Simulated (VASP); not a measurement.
Input of a VASP 6.6.1 run:

POSCAR

```
Zn
1.0
    0.0000000000      1.9906312808      1.9906312808
    1.9906312808      0.0000000000      1.9906312808
    1.9906312808      1.9906312808      0.0000000000
Zn
1
Direct
    0.0000000000      0.0000000000      0.0000000000
```

Contents of INCAR.step1:

```
SYSTEM = Zn
PREC = Accurate ; ENCUT = 520
EDIFF = 1E-5 ; ISMEAR = -1
SIGMA = 0.05 ; LREAL = .FALSE.
LASPH = .TRUE. ; NELM = 100
ALGO = Normal ; ISIF = 2
LWAVE = .TRUE. ; LCHARG = .FALSE.
GGA = PE ; NBANDS = 12
```

File INCAR.step2:

```
SYSTEM = Zn
PREC = Accurate ; ENCUT = 520
EDIFF = 1E-6 ; ISMEAR = -1
SIGMA = 0.05 ; LREAL = .FALSE.
LASPH = .TRUE. ; NELM = 100
ALGO = Normal ; ISIF = 2
LWAVE = .FALSE. ; LCHARG = .FALSE.
GGA = PE ; LHFCALC = .TRUE.
AEXX = 0.25 ; PRECFOCK = Normal
ISTART = 1 ; NBANDS = 12
```

The input KPOINTS:

```
regular mesh
0
G
  6 6 6
  0 0 0
```

Potentials or basis: VASP PAW PBE potentials, release 64 (Zn).

The run is started by

```console
$ cat potpaw_PBE.64/Zn/POTCAR > POTCAR
$ cp INCAR.step1 INCAR
$ mpirun -np 1 vasp_std > vasp.out
$ cp INCAR.step2 INCAR
$ mpirun -np 1 vasp_std > vasp.out
```

(1) What does it give for the pressure?

(2) Predict the band gap on the k mesh.

## Answers

(1) -3.6 GPa.

(2) zero (band 6 reaches 3.67 eV, above the bottom of band 7 at 0.93 eV).

Caveat: the k points lie up to 0.46 Å⁻¹ apart; the PAW data sets were made with another functional, which shifts forces and pressure a little.
